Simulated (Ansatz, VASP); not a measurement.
One calculation of SnSe, two programs

INCAR

```
SYSTEM = SnSe
PREC     = Accurate       ! precision mode
ENCUT    = 500            ! plane-wave cutoff, eV
EDIFF    = 1E-7           ! SCF threshold, eV
ISMEAR   = 0              ! smearing method
SIGMA    = 0.01           ! smearing width, eV
LREAL    = .False.        ! projectors in reciprocal space
LASPH    = .True.         ! aspherical terms in the spheres
NELM     = 120            ! most SCF steps
ALGO     = Normal         ! electronic algorithm
ISIF     = 3              ! what is computed and relaxed
LWAVE    = .False.        ! write WAVECAR
LCHARG   = .False.        ! write CHGCAR
GGA      = PS             ! functional
IVDW     = 12             ! dispersion correction
IBRION   = 2              ! ionic algorithm
NSW      = 60             ! ionic steps
EDIFFG   = -0.05          ! ionic threshold
GGA_COMPAT= .False.      
NELMIN   = 4
```

KPOINTS

```
Automatic mesh
0
Gamma
  6 6 6
  0 0 0
```

Contents of POSCAR:

```
SnSe
1.0
    0.0000000000      3.0100000000      3.0100000000
    3.0100000000      0.0000000000      3.0100000000
    3.0100000000      3.0100000000      0.0000000000
Sn Se
1 1
Direct
    0.0000000000      0.0000000000      0.0000000000
    0.5000000000      0.5000000000      0.5000000000
```

Input for Ansatz:

```yaml
crystal:
  lattice:
    - [0.0, 3.01, 3.01]
    - [3.01, 0.0, 3.01]
    - [3.01, 3.01, 0.0]
  atoms:
    - { symbol: Sn, position: [0.0, 0.0, 0.0] }
    - { symbol: Se, position: [0.5, 0.5, 0.5] }
kpoints:
  mp_grid:
    grid: [6, 6, 6]
hamiltonian:
  xc: pbesol
  dispersion: d3bj
scf:
  occupations:
    method: fixed
relax:
  f_tol: 0.05
  max_steps: 40
  cell: {}
```

Alike in both runs: task relaxation of cell and atoms; functional PBEsol; dispersion D3(BJ); k mesh 6 × 6 × 6; no spin polarisation.

|  | VASP | Ansatz |
| --- | --- | --- |
| version | VASP 6.6.1 | Ansatz 0.2.0 |
| potentials or method | VASP PAW PBE potentials, release 64 (Sn_d, Se) | plane waves, PAW |
| plane-wave cutoff (eV) | 500 | 420 |
| occupations | gaussian, width 0.01 eV | fixed |
| valence electrons in the cell | 20 | 30 |

Ansatz gave:

| Quantity | Value |
| --- | --- |
| relaxed volume (Å³/atom) | 25.15 |
| relaxed cell length with the largest relative difference (Å) | 4.143 |

Question: What did VASP give for the same quantities?

Answer: Relaxed volume (Å³/atom): 25.16; relaxed cell length with the largest relative difference (Å): 4.144.

VASP's potentials were made for PBE, not for PBEsol. VASP's potentials hold 20 valence electrons a cell and Ansatz's 30, so a difference there can come from the potentials and not from the codes.
